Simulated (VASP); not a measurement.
# MgO (P1) in VASP: relaxation of cell and atoms with r2SCAN

Aim: the relaxation of cell and atoms of MgO with r2SCAN.

Program: VASP 6.6.1. These are calculated values, not measurements. Logs are shortened: lines on timing, memory, paths and dates and some standing lists are left out, and cuts for length are marked.

## 1. The cell of the first run

The typed cell holds 4 atoms: a = 3.289 Å, b = 3.289 Å, c = 5.032 Å, α = 90.00°, β = 90.00°, γ = 120.00°.

## 2. Relaxation of cell and atoms, r2SCAN

Input file POSCAR:

```
MgO
1.0
    3.2888257900      0.0000000000      0.0000000000
   -1.6444128950      2.8482066827      0.0000000000
    0.0000000000      0.0000000000      5.0322560468
Mg O
2 2
Direct
    0.3785264184      0.7224969082      0.0303186318
    0.6475202742      0.2832858531      0.4971508062
    0.3409738656      0.6872982512      0.3771568600
    0.6329794419      0.3069189875      0.9045737020
```

Input file INCAR.step1:

```
PREC = Accurate
ENCUT = 600
ISMEAR = 0
SIGMA = 0.05
LREAL = False
LASPH = True
NELM = 80
GGA = PE
ALGO = Normal
EDIFF = 1E-4
LWAVE = True
LCHARG = False
```

Input file INCAR.step2:

```
PREC = Accurate
ENCUT = 600
EDIFF = 1E-6
ISMEAR = 0
SIGMA = 0.05
LREAL = False
LASPH = True
NELM = 80
ALGO = Normal
ISIF = 3
LWAVE = False
LCHARG = False
METAGGA = R2SCAN
LMIXTAU = True
IBRION = 2
NSW = 100
EDIFFG = -0.01
ISTART = 1
```

Input file KPOINTS:

```
Automatic mesh
0
Gamma
  6 6 4
```

Potentials or basis: VASP PAW PBE potentials, release 64 (Mg, O).

The run is started by

```bash
> cat potpaw_PBE.64/Mg/POTCAR potpaw_PBE.64/O/POTCAR > POTCAR
> cp INCAR.step1 INCAR
> mpirun -np 1 vasp_std > vasp.out
> cp INCAR.step2 INCAR
> mpirun -np 1 vasp_std > vasp.out
```

OUTCAR:

```text
PREC = Accurate
   ENCUT = 600
   EDIFF = 1E-6
   ISMEAR = 0
   LREAL = False
   LASPH = True
   NELM = 80
   ISIF = 3
   METAGGA = R2SCAN
   IBRION = 2
   NSW = 100
   EDIFFG = -0.01
   ISTART = 1

 ion  position               nearest neighbor table
   1  0.379  0.722  0.030-   3 1.75   4 1.79   4 2.03   4 2.22   2 2.84   2 3.11   2 3.12   2 3.15
                             2 3.37   2 3.40
   2  0.648  0.283  0.497-   3 1.80   4 2.05   3 2.07   3 2.12   1 2.84   1 3.11   1 3.12   1 3.15
                             1 3.37   1 3.40
   3  0.341  0.687  0.377-   1 1.75   2 1.80   2 2.07   2 2.12
   4  0.633  0.307  0.905-   1 1.79   1 2.03   2 2.05   1 2.22

  LATTYP: Found a hexagonal cell.
 ALAT       =     3.2888257900
 C/A-ratio  =     1.5301072079

  Lattice vectors:

 A1 = (   3.2888257900,   0.0000000000,   0.0000000000)
 A2 = (  -1.6444128950,   2.8482066827,   0.0000000000)
 A3 = (   0.0000000000,   0.0000000000,   5.0322560468)

Analysis of symmetry for initial positions (statically):
=====================================================================
 Subroutine PRICEL returns:
 Original cell was already a primitive cell.

 Routine SETGRP: Setting up the symmetry group for a
 hexagonal supercell.

 Subroutine GETGRP returns: Found  1 space group operations
 (whereof  1 operations were pure point group operations)
 out of a pool of 24 trial point group operations.

The static configuration has the point symmetry C_1 .

Analysis of symmetry for dynamics (positions and initial velocities):
=====================================================================
 Subroutine PRICEL returns:
 Original cell was already a primitive cell.

 Routine SETGRP: Setting up the symmetry group for a
 hexagonal supercell.

 Subroutine GETGRP returns: Found  1 space group operations
 (whereof  1 operations were pure point group operations)
 out of a pool of 24 trial point group operations.

The dynamic configuration has the point symmetry C_1 .

 Subroutine INISYM returns: Found  1 space group operations
 (whereof  1 operations are pure point group operations),
 and found     1 'primitive' translations

----------------------------------------------------------------------------------------

                                     Primitive cell

  volume of cell :      47.1384

  direct lattice vectors                    reciprocal lattice vectors
     3.288825790  0.000000000  0.000000000     0.304059888  0.175549058  0.000000000
    -1.644412895  2.848206683  0.000000000     0.000000000  0.351098116  0.000000000
     0.000000000  0.000000000  5.032256047     0.000000000  0.000000000  0.198718028
[... 121 lines left out ...]
 Gauss-broadening in eV      SIGMA  =   0.05
  energy-cutoff  :      600.00
  volume of cell :       47.14
 maximum number of plane-waves:      1604
 NGX is ok and might be reduce to    28
   NGX = 13   NGY = 13   NGZ = 21

--------------------------------------- Ionic step        1  -------------------------------------------

 number of electron      15.9999999 magnetization

 Free energy of the ion-electron system (eV)
  ---------------------------------------------------
  ext. energy  EPLUGINS =         0.00000000
  ---------------------------------------------------
  free energy    TOTEN  =       -30.90759425 eV

  energy without entropy =      -30.90759425  energy(sigma->0) =      -30.90759425

------------------------ aborting loop because EDIFF is reached ----------------------------------------

  FORCE on cell =-STRESS in cart. coord.  units (eV):
  Direction    XX          YY          ZZ          XY          YZ          ZX
  --------------------------------------------------------------------------------------
  -------------------------------------------------------------------------------------
  Total       -2.6380761      5.0345541      5.2366147     -0.4906402     -0.3502323     -0.2209185
  in kB      -89.6649692    171.1183149    177.9861048    -16.6762592    -11.9039661     -7.5087499
  external PRESSURE =      86.4798168 kB  Pullay stress =       0.0000000 kB
[... 95 lines left out ...]
  FREE ENERGIE OF THE ION-ELECTRON SYSTEM (eV)
  ---------------------------------------------------
  free  energy   TOTEN  =       -31.7146523697 eV

  energy  without entropy=      -31.7146523697  energy(sigma->0) =      -31.71465237

 E-fermi :   0.6811     XC(G=0):  -9.9813

 val. band max:        0.3836467343   @ k =   0.0000   0.0000   0.0000
 cond. band min:       4.3246989933   @ k =   0.0000   0.0000   0.0000
 fundamental gap:      3.9410522590
 Fermi energy:         0.6811200209

 k-point     1 :       0.0000    0.0000    0.0000
  band No.  band energies     occupation
      1     -16.5876      2.00000
      2     -15.9070      2.00000
      3      -2.7121      2.00000
      4      -0.3365      2.00000
      5      -0.0939      2.00000
      6       0.0097      2.00000
      7       0.2883      2.00000
      8       0.3836      2.00000
      9       4.3247      0.00000
     10       9.4263      0.00000
     11      10.9745      0.00000
     12      15.0818      0.00000
[... 333 lines left out ...]
      1     -16.3893      2.00000
      2     -15.9369      2.00000
      3      -2.2282      2.00000
      4      -1.0199      2.00000
      5      -0.5546      2.00000
      6      -0.3510      2.00000
      7       0.0188      2.00000
      8       0.1850      2.00000
      9       5.9943      0.00000
     10       8.8536      0.00000
     11      12.0551      0.00000
     12      13.3683      0.00000

 [... further k-points ...]

[... ionic steps 4 to 22 ...]

--------------------------------------- Ionic step       23  -------------------------------------------

 number of electron      15.9999996 magnetization

------------------------ aborting loop because EDIFF is reached ----------------------------------------
[... 71 lines left out ...]
--------------------------------------- Ionic step       25  -------------------------------------------

 number of electron      15.9999996 magnetization

 Free energy of the ion-electron system (eV)
  ---------------------------------------------------
  ext. energy  EPLUGINS =         0.00000000
  ---------------------------------------------------
  free energy    TOTEN  =       -31.86330102 eV

  energy without entropy =      -31.86330102  energy(sigma->0) =      -31.86330102

 E-fermi :   0.9826     XC(G=0): -10.2300

 val. band max:        0.7058419658   @ k =   0.0000   0.0000   0.0000
 cond. band min:       4.9444891752   @ k =   0.0000   0.0000   0.0000
 fundamental gap:      4.2386472094
 Fermi energy:         0.9826022504

 k-point     1 :       0.0000    0.0000    0.0000
  band No.  band energies     occupation
      1     -16.4690      2.00000
      2     -15.6980      2.00000
      3      -2.5578      2.00000
      4       0.0056      2.00000
      5       0.0100      2.00000
      6       0.3225      2.00000
      7       0.3240      2.00000
      8       0.7058      2.00000
      9       4.9445      0.00000
     10      10.1838      0.00000
     11      11.9231      0.00000
     12      15.9722      0.00000
[... 376 lines left out ...]
  FREE ENERGIE OF THE ION-ELECTRON SYSTEM (eV)
  ---------------------------------------------------
  free  energy   TOTEN  =       -31.8633010150 eV

  energy  without entropy=      -31.8633010150  energy(sigma->0) =      -31.86330102

 reached required accuracy - stopping structural energy minimisation
```

OUTCAR.step1:

```text
PREC = Accurate
   ENCUT = 600
   ISMEAR = 0
   LREAL = False
   LASPH = True
[... 591 lines left out ...]
      0.05682      2.05782      0.15257        -0.132791     -2.862747     -3.320005
      1.66374      0.80686      2.50179        -0.129354      2.711937      1.280502
     -0.00880      1.95757      1.89795        -0.028861     -2.592171      3.098575
      1.57706      0.87417      4.55205         0.291006      2.742981     -1.059072
 -----------------------------------------------------------------------------------
    total drift:                               -0.000217      0.008259     -0.012014

  FREE ENERGIE OF THE ION-ELECTRON SYSTEM (eV)
  ---------------------------------------------------
  free  energy   TOTEN  =       -22.5722170649 eV

  energy  without entropy=      -22.5722170649  energy(sigma->0) =      -22.57221706
```

Run time: 20 min. Hardware: 1 thread of Intel Xeon 6975P-C (Granite Rapids), shared host; peak memory 0.23 GiB.

What came out:

```yaml
Free_energy: -31.8633 eV
Relaxed_volume: 11.72 Å³/atom
Relaxed_cell: a = 3.281 Å, b = 3.283 Å, c = 5.023 Å, α = 90.00°, β = 89.99°, γ = 119.97°
Space_group_after_relaxing_to_0.1_Å: P6_3mc (No. 186)
Energy_gained_by_relaxing: 238.9 meV/atom
Ionic_steps: 25
Pressure_after_relaxing: 0.0 GPa
Largest_force_after_relaxing: 0.006 eV/Å
Band_gap_on_the_k_mesh: 4.24 eV
```

Forces on the atoms (eV/Å):
```
Mg   0.005  0.004  0.000
Mg   0.006 -0.002  0.001
O   -0.005 -0.002  0.002
O   -0.005  0.000 -0.003
```

Stress tensor (GPa, compression positive):
```
 0.04 -0.01  0.00
-0.01 -0.03  0.00
 0.00  0.00 -0.07
```

The path:
| step | energy change (eV) | largest force (eV/Å) | pressure (GPa) | volume (Å³) |
| --- | --- | --- | --- | --- |
| 1 | 0.0000 | 4.4192 | 8.65 | 47.14 |
| 2 | -0.5056 | 1.5205 | -7.09 | 51.46 |
| 3 | -0.8071 | 0.8351 | -5.80 | 49.53 |
| 4 | -0.8073 | 0.8495 | -5.69 | 49.49 |
| 5 | -0.9225 | 0.3068 | 0.00 | 46.95 |
| 6 | -0.9242 | 0.2598 | 0.99 | 46.62 |
| 7 | -0.9398 | 0.2255 | 0.47 | 46.80 |
| 8 | -0.9410 | 0.3160 | 0.30 | 46.88 |
| 9 | -0.9497 | 0.1849 | -0.39 | 47.12 |
| 10 | -0.9518 | 0.0969 | -1.01 | 47.33 |
| 11 | -0.9540 | 0.0774 | 0.23 | 46.85 |
| 12 | -0.9541 | 0.0677 | 0.06 | 46.92 |
| 13 | -0.9547 | 0.0331 | 0.08 | 46.90 |
| 14 | -0.9548 | 0.0531 | 0.10 | 46.88 |
| 15 | -0.9553 | 0.0377 | -0.04 | 46.92 |
| 16 | -0.9554 | 0.0337 | -0.19 | 46.96 |
| 17 | -0.9554 | 0.0317 | -0.16 | 46.95 |
| 18 | -0.9556 | 0.0173 | 0.01 | 46.87 |
| 19 | -0.9556 | 0.0209 | 0.04 | 46.86 |
| 20 | -0.9557 | 0.0133 | 0.01 | 46.87 |
| 21 | -0.9557 | 0.0166 | 0.00 | 46.87 |
| 22 | -0.9557 | 0.0280 | -0.03 | 46.88 |
| 23 | -0.9557 | 0.0185 | -0.01 | 46.87 |
| 24 | -0.9557 | 0.0168 | -0.01 | 46.87 |
| 25 | -0.9557 | 0.0061 | -0.02 | 46.87 |

Final structure:
```yaml
crystal:
  lattice:
    - [3.28142, 0.00112, 0.00071]
    - [-1.64105, 2.84327, -0.00026]
    - [-0.00002, 0.00034, 5.02303]
  atoms:
    - { symbol: Mg, position: [0.33315, 0.66648, 0.00482] }
    - { symbol: Mg, position: [0.66664, 0.33347, 0.50481] }
    - { symbol: O, position: [0.33356, 0.66704, 0.39976] }
    - { symbol: O, position: [0.66665, 0.33302, 0.89981] }
```

Caveat: the PAW data sets were made with another functional, which shifts forces and pressure a little.
